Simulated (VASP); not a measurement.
**BeTe: single point with LDA**

Crystal: BeTe.

```
Be Te
1.0
     0.00000    2.70407    2.70407
     2.70407    0.00000    2.70407
     2.70407    2.70407    0.00000
Be Te
1 1
Cartesian
  0.0000 0.0000 0.0000
  4.0561 4.0561 4.0561
```

```yaml
Program: VASP 6.6.1
Task: single point
Functional: LDA
Potentials_or_basis: VASP PAW LDA potentials, release 64 (Be, Te)
Cutoff: 520 eV
k_mesh: 8 × 8 × 8
Occupations: gaussian, width 0.01 eV
Spin: no spin polarisation
```

| Quantity | Value |
| --- | --- |
| Pressure | 6.4 GPa |
| Band gap on the k mesh | 1.56 eV, indirect (least direct gap 3.47 eV) |

Levels at points of the mesh, in eV from the valence-band top:
| k point | band 2 | band 3 | band 4 | band 5 | band 6 | band 7 |
| --- | --- | --- | --- | --- | --- | --- |
| (0.00, 0.00, 0.00) | 0.00 | 0.00 | 0.00 | 3.47 | 3.47 | 3.47 |
| (0.50, 0.00, 0.00) | -6.36 | -1.35 | -1.35 | 3.40 | 4.49 | 4.49 |
| (0.50, 0.50, 0.00) | -5.77 | -3.13 | -3.13 | 1.56 | 2.47 | 10.37 |

It took 9.2 s on 1 thread of AMD EPYC 9R45 (Zen 5) (shared host), peak memory 0.11 GiB.

Caveat: spin-orbit coupling is left out, which moves the levels of the heavy elements. A k mesh can miss the band edges.
